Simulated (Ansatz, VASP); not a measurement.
One calculation of NbP, two programs

```
CELL_PARAMETERS angstrom
-1.67341 1.67341 5.71493
1.67341 -1.67341 5.71493
1.67341 1.67341 -5.71493
ATOMIC_POSITIONS crystal
Nb 0.75003 0.75003 0.00000
Nb 0.50003 0.00003 0.50000
P 0.33259 0.33259 0.00000
P 0.08259 0.58259 0.50000
```

Alike in both runs: functional PBE; k mesh 16 × 16 × 16; occupations gaussian, width 0.05 eV; no spin polarisation.

Ansatz relaxed the structure, and its values are those at the end. VASP's run is a single point on that final structure, the one shown.

```csv
,VASP,Ansatz
version,VASP 6.6.1,Ansatz 0.2.0
potentials or method,"VASP PAW PBE potentials, release 64 (Nb_sv, P), cutoff 520 eV","scalar-relativistic, plane waves, PAW"
valence electrons in the cell,36,36
```

Ansatz gave:

| Quantity | Value |
| --- | --- |
| gap on the k mesh at the Fermi level (eV) | none |
| pressure (GPa) | 0.0 |

Task: Which values does VASP return?

Result: gap on the k mesh at the Fermi level (eV): none; pressure (GPa): -0.4.

A gap of «none» marks a metal or a gap that the smearing closes.
